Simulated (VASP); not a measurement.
# Ti3Al (Fm-3m) in VASP: notebook

Ti3Al is run at these levels: PBE; tasks: single point.

Everything below comes from runs of VASP 6.6.1. Logs are shortened: lines on timing, memory, paths and dates and some standing lists are left out, and cuts for length are marked.

### 1 The cell of the first run

Symmetry: Fm-3m, No. 225, cubic system. The conventional cell has a = 6.670 Å, b = 6.670 Å, c = 6.670 Å, α = 90.00°, β = 90.00°, γ = 90.00°. Within 3.8 Å of Ti (site symmetry -43m) lie 10 Ti at 2.89 to 3.33 Å and 4 Al at 2.89 Å. Within 3.8 Å of Ti (site symmetry m-3m) lie 8 Ti at 2.89 Å and 6 Al at 3.33 Å. Al (site symmetry m-3m) has 14 Ti at 2.89 to 3.33 Å within 3.8 Å.

### 2 Single point, PBE, collinear spin (18.54 Å³/atom)

Contents of INCAR:

```
ALGO = Fast ; EDIFF = 1E-7
ENCUT = 520 ; GGA = PE
ISIF = 2 ; ISMEAR = 0
ISPIN = 2 ; LASPH = True
LCHARG = True ; LELF = True
LMAXMIX = 4 ; LORBIT = 11
LREAL = False ; LVHAR = True
LWAVE = False ; MAGMOM = 0.27 0.27 1.13 0
NBANDS = 32 ; NELM = 150
PREC = Accurate ; SIGMA = 0.1
```

Contents of KPOINTS:

```
k-points
0
Gamma
  12 12 12
```

Contents of POSCAR:

```
Ti3Al
1.0
    0.0000000000      3.3348937212      3.3348937212
    3.3348937212      0.0000000000      3.3348937212
    3.3348937212      3.3348937212      0.0000000000
Ti Al
3 1
Direct
    0.7500000000      0.7500000000      0.7500000000
    0.2500000000      0.2500000000      0.2500000000
    0.0000000000      0.0000000000      0.0000000000
    0.5000000000      0.5000000000      0.5000000000
```

Potentials or basis: VASP PAW PBE potentials, release 64 (Ti_sv, Al).

Launch:

```bash
> cat potpaw_PBE.64/Ti_sv/POTCAR potpaw_PBE.64/Al/POTCAR > POTCAR
> mpirun -np 1 vasp_std > vasp.out
```

OUTCAR:

```text
EDIFF = 1E-7
   ENCUT = 520
   GGA = PE
   ISIF = 2
   ISMEAR = 0
   ISPIN = 2
   LASPH = True
   LORBIT = 11
   LREAL = False
   NELM = 150
   PREC = Accurate

 ion  position               nearest neighbor table
   1  0.750  0.750  0.750-   4 2.89   4 2.89   4 2.89   3 2.89   3 2.89   3 2.89   4 2.89   3 2.89

   2  0.250  0.250  0.250-   3 2.89   3 2.89   3 2.89   4 2.89   4 2.89   4 2.89   4 2.89   3 2.89

   3  0.000  0.000  0.000-   1 2.89   1 2.89   1 2.89   2 2.89   2 2.89   2 2.89   2 2.89   1 2.89

   4  0.500  0.500  0.500-   2 2.89   2 2.89   2 2.89   1 2.89   1 2.89   1 2.89   2 2.89   1 2.89

  LATTYP: Found a face centered cubic cell.
 ALAT       =     6.6697874424

  Lattice vectors:

 A1 = (   0.0000000000,   3.3348937212,   3.3348937212)
 A2 = (   3.3348937212,   0.0000000000,   3.3348937212)
 A3 = (   3.3348937212,   3.3348937212,   0.0000000000)

Analysis of symmetry for initial positions (statically):
=====================================================================
 Subroutine PRICEL returns:
 Original cell was already a primitive cell.

 Routine SETGRP: Setting up the symmetry group for a
 face centered cubic supercell.

 Subroutine GETGRP returns: Found 48 space group operations
 (whereof 48 operations were pure point group operations)
 out of a pool of 48 trial point group operations.

The static configuration has the point symmetry O_h .

Analysis of symmetry for dynamics (positions and initial velocities):
=====================================================================
 Subroutine PRICEL returns:
 Original cell was already a primitive cell.

 Routine SETGRP: Setting up the symmetry group for a
 face centered cubic supercell.

 Subroutine GETGRP returns: Found 48 space group operations
 (whereof 48 operations were pure point group operations)
 out of a pool of 48 trial point group operations.

The dynamic configuration has the point symmetry O_h .

Analysis of structural, dynamic, and magnetic symmetry:
=====================================================================
 Subroutine PRICEL returns:
 Original cell was already a primitive cell.

 Routine SETGRP: Setting up the symmetry group for a
 face centered cubic supercell.

 Subroutine GETGRP returns: Found 48 space group operations
 (whereof 48 operations were pure point group operations)
 out of a pool of 48 trial point group operations.

The overall configuration has the point symmetry O_h .

 Subroutine INISYM returns: Found 48 space group operations
 (whereof 48 operations are pure point group operations),
 and found     1 'primitive' translations

----------------------------------------------------------------------------------------

                                     Primitive cell

  volume of cell :      74.1781

  direct lattice vectors                    reciprocal lattice vectors
     0.000000000  3.334893721  3.334893721    -0.149929815  0.149929815  0.149929815
     3.334893721  0.000000000  3.334893721     0.149929815 -0.149929815  0.149929815
     3.334893721  3.334893721  0.000000000     0.149929815  0.149929815 -0.149929815

  length of vectors
     4.716251930  4.716251930  4.716251930     0.259686058  0.259686058  0.259686058

  position of ions in fractional coordinates (direct lattice)
     0.750000000  0.750000000  0.750000000
     0.250000000  0.250000000  0.250000000
     0.000000000  0.000000000  0.000000000
     0.500000000  0.500000000  0.500000000

  ion indices of the primitive-cell ions
   primitive index   ion index
                 1           1
                 2           2
                 3           3
                 4           4

----------------------------------------------------------------------------------------

 KPOINTS: k-points

Automatic generation of k-mesh.
 Grid dimensions read from file:
 generate k-points for:   12   12   12

 Generating k-lattice:

  Cartesian coordinates                     Fractional coordinates (reciprocal lattice)
    -0.012494151  0.012494151  0.012494151     0.083333333  0.000000000  0.000000000
     0.012494151 -0.012494151  0.012494151     0.000000000  0.083333333  0.000000000
     0.012494151  0.012494151 -0.012494151     0.000000000  0.000000000  0.083333333

  Length of vectors
     0.021640505  0.021640505  0.021640505

  Shift w.r.t. Gamma in fractional coordinates (k-lattice)
     0.000000000  0.000000000  0.000000000

 Subroutine IBZKPT returns following result:
 ===========================================

 Found     72 irreducible k-points:

 Following reciprocal coordinates:
            Coordinates               Weight
  0.000000  0.000000  0.000000      1.000000
  0.083333  0.000000  0.000000      8.000000
  0.166667  0.000000  0.000000      8.000000
  0.250000  0.000000  0.000000      8.000000
  0.333333  0.000000  0.000000      8.000000
  0.416667  0.000000  0.000000      8.000000
[... 16 lines left out ...]
  0.500000  0.166667  0.000000     24.000000
 -0.416667  0.166667  0.000000     24.000000
 [... further k-points ...]
   k-points           NKPTS =     72   k-points in BZ     NKDIM =     72   number of bands    NBANDS=     32
   number of dos      NEDOS =    301   number of ions     NIONS =      4
   total plane-waves  NPLWV =  46656
   dimension x,y,z NGX =    36 NGY =   36 NGZ =   36
   dimension x,y,z NGXF=    72 NGYF=   72 NGZF=   72
   ions per type =               3   1
   NGX,Y,Z   is equivalent  to a cutoff of  12.69, 12.69, 12.69 a.u.
   NGXF,Y,Z  is equivalent  to a cutoff of  25.38, 25.38, 25.38 a.u.
 SYSTEM =  unknown system
   PREC   = accura    normal or accurate (medium, high low for compatibility)
   ISTART =      0    job   : 0-new  1-cont  2-samecut
   ICHARG =      2    charge: 1-file 2-atom 10-const
   ISPIN  =      2    spin polarized calculation?
   LNONCOLLINEAR =      F non collinear calculations
   LSORBIT =      F    spin-orbit coupling
   LASPH  =      T    aspherical Exc in radial PAW
   ENCUT  =  520.0 eV  38.22 Ry    6.18 a.u.   8.77  8.77  8.77*2*pi/ulx,y,z
   NELM   =    150;   NELMIN=  2; NELMDL= -5     # of ELM steps
   EDIFF  = 0.1E-06   stopping-criterion for ELM
   LREAL  =      F    real-space projection
   EDIFFG = 0.1E-05   stopping-criterion for IOM
   NSW    =      0    number of steps for IOM
   IBRION =     -1    ionic relax: 0-MD 1-quasi-New 2-CG
   NFREE  =      0    steps in history (QN), initial steepest desc. (CG)
   ISIF   =      2    stress and relaxation
   ISYM   =      2    0-nonsym 1-usesym 2-fastsym
   POTIM  = 0.5000    time-step for ionic-motion
   TEBEG  =    0.0;   TEEND  =   0.0 temperature during run
   PSTRESS=    0.0 pullay stress
   NELECT =      39.0000    total number of electrons
   NUPDOWN=      -1.0000    fix difference up-down
   EMIN   =  10.00;   EMAX   =-10.00  energy-range for DOS
   EFERMI =   0.00;   METHOD = LEGACY
   ISMEAR =     0;   SIGMA  =   0.10  broadening in eV -4-tet -1-fermi 0-gaus
   EFERMI_NEDOS =   21; number of points for ismear=-14 and -15
   IALGO  =     68    algorithm
   IMIX   =      4    mixing-type and parameters
     AMIX     =   0.40;   BMIX     =  1.00
     AMIX_MAG =   1.60;   BMIX_MAG =  1.00
  volume/ion in A,a.u.               =      18.54       125.14
  Fermi-wavevector in a.u.,A,eV,Ry     =   1.321309  2.496912 23.753830  1.745857
  Thomas-Fermi vector in A             =   2.451072
   LORBIT       =     11    0 simple, 1 ext, 2 COOP (PROOUT), +10 PAW based schemes
   GGA     = PE    functional components
   LHFCALC =     F    Hartree Fock is set to
   AEXX    =    0.0000 exact exchange contribution
   IVDW    =     0    specifies the selected vdW correction
   LEPSILON=     F    determine dielectric tensor
   LRPA    =     F    only Hartree local field effects (RPA)
 spin polarized calculation
 RMM-DIIS sequential band-by-band and
 Gauss-broadening in eV      SIGMA  =   0.10
  energy-cutoff  :      520.00
  volume of cell :       74.18
 maximum number of plane-waves:      2014
   NGX = 17   NGY = 17   NGZ = 17

 number of electron      39.0000007 magnetization       2.3332009

 Free energy of the ion-electron system (eV)
  ---------------------------------------------------
  ext. energy  EPLUGINS =         0.00000000
  ---------------------------------------------------
  free energy    TOTEN  =       -27.70706604 eV

  energy without entropy =      -27.67711376  energy(sigma->0) =      -27.69208990

 E-fermi :   7.1911     XC(G=0): -10.8196

 val. band max:        7.1890416317   @ k =   0.5000   0.5000   0.0000
 cond. band min:       7.1919536792   @ k =  -0.4167   0.1667   0.0000
 fundamental gap:      0.0029120475
 Fermi energy:         7.1911055552

 spin component 1

 k-point     1 :       0.0000    0.0000    0.0000
  band No.  band energies     occupation
      1     -49.8314      1.00000
      2     -49.7730      1.00000
      3     -49.6914      1.00000
      4     -26.1318      1.00000
      5     -26.1318      1.00000
      6     -26.1318      1.00000
[... 805 lines left out ...]
     30      10.8819      0.00000
     31      11.1398      0.00000

 [... further k-points ...]

 spin component 2

 k-point     1 :       0.0000    0.0000    0.0000
  band No.  band energies     occupation
      1     -49.5253      1.00000
      2     -49.4989      1.00000
      3     -48.7181      1.00000
      4     -25.7937      1.00000
      5     -25.7937      1.00000
      6     -25.7937      1.00000
[... 805 lines left out ...]
     30      11.3185      0.00000
     31      11.4939      0.00000

 [... further k-points ...]

 [bands above 31 left out]

------------------------ aborting loop because EDIFF is reached ----------------------------------------

  FORCE on cell =-STRESS in cart. coord.  units (eV):
  Direction    XX          YY          ZZ          XY          YZ          ZX
  --------------------------------------------------------------------------------------
  -------------------------------------------------------------------------------------
  Total       -3.9910567     -3.9910567     -3.9910567     -0.0000000      0.0000000      0.0000000
  in kB      -86.2030224    -86.2030224    -86.2030224     -0.0000000      0.0000000      0.0000000
  external PRESSURE =     -86.2030224 kB  Pullay stress =       0.0000000 kB

 VOLUME and BASIS-vectors are now :
 -----------------------------------------------------------------------------
  energy-cutoff  :      520.00
  volume of cell :       74.18
      direct lattice vectors                 reciprocal lattice vectors
     0.000000000  3.334893721  3.334893721    -0.149929815  0.149929815  0.149929815
     3.334893721  0.000000000  3.334893721     0.149929815 -0.149929815  0.149929815
     3.334893721  3.334893721  0.000000000     0.149929815  0.149929815 -0.149929815

 POSITION                                       TOTAL-FORCE (eV/Angst)
 -----------------------------------------------------------------------------------
      5.00234      5.00234      5.00234         0.000000      0.000000      0.000000
      1.66745      1.66745      1.66745        -0.000000     -0.000000     -0.000000
      0.00000      0.00000      0.00000         0.000000      0.000000      0.000000
      3.33489      3.33489      3.33489         0.000000      0.000000      0.000000
 -----------------------------------------------------------------------------------
    total drift:                                0.000000      0.000000      0.000000

  FREE ENERGIE OF THE ION-ELECTRON SYSTEM (eV)
  ---------------------------------------------------
  free  energy   TOTEN  =       -27.7070660423 eV

  energy  without entropy=      -27.6771137562  energy(sigma->0) =      -27.69208990

 total charge

# of ion       s       p       d       tot
------------------------------------------
    1        2.195   6.104   1.846  10.145
    2        2.195   6.104   1.846  10.145
    3        2.229   6.083   1.909  10.221
    4        0.399   0.380   0.000   0.779
--------------------------------------------------
tot          7.017  18.671   5.601  31.289

 magnetization (x)

# of ion       s       p       d       tot
------------------------------------------
    1        0.004   0.031   0.275   0.309
    2        0.004   0.031   0.275   0.309
    3        0.015   0.035   1.065   1.115
    4       -0.008  -0.017   0.000  -0.026
--------------------------------------------------
tot          0.014   0.079   1.615   1.708
```

It took 16 min on 1 thread of Intel Xeon Platinum 8488C (Sapphire Rapids), shared host; peak memory 0.4 GiB.

Results:

```yaml
Free_energy: -27.7071 eV
Pressure: -8.6 GPa
Net_moment: 2.33 μB per cell
Site_moments: Ti +0.31, +1.11 (each value once); Al -0.03 μB
Valence_electrons_inside_the_program's_atomic_spheres: Ti 10.14, 10.22 (each value once); Al 0.78
```

Levels at points of the mesh, in eV from the Fermi level:
Spin up:
```
           k point  band 19  band 20  band 21  band 22  band 23  band 24
(0.00, 0.00, 0.00)    -0.46    -0.46    -0.46     1.81     1.81     1.81
(0.50, 0.00, 0.00)    -0.64    -0.27    -0.27     0.42     0.74     0.74
(0.50, 0.50, 0.00)    -0.46    -0.46    -0.16     0.75     0.75     0.91
```
Spin down:
```csv
k point,band 17,band 18,band 19,band 20,band 21,band 22
"(0.00, 0.00, 0.00)",-1.26,-1.26,0.58,0.58,0.58,2.13
"(0.50, 0.00, 0.00)",0.09,0.09,0.10,0.17,0.17,0.84
"(0.50, 0.50, 0.00)",-0.63,-0.63,0.00,0.40,0.40,1.29
```

Caveat: the cell stands under tension.

(Continued in part 2 of 2.)
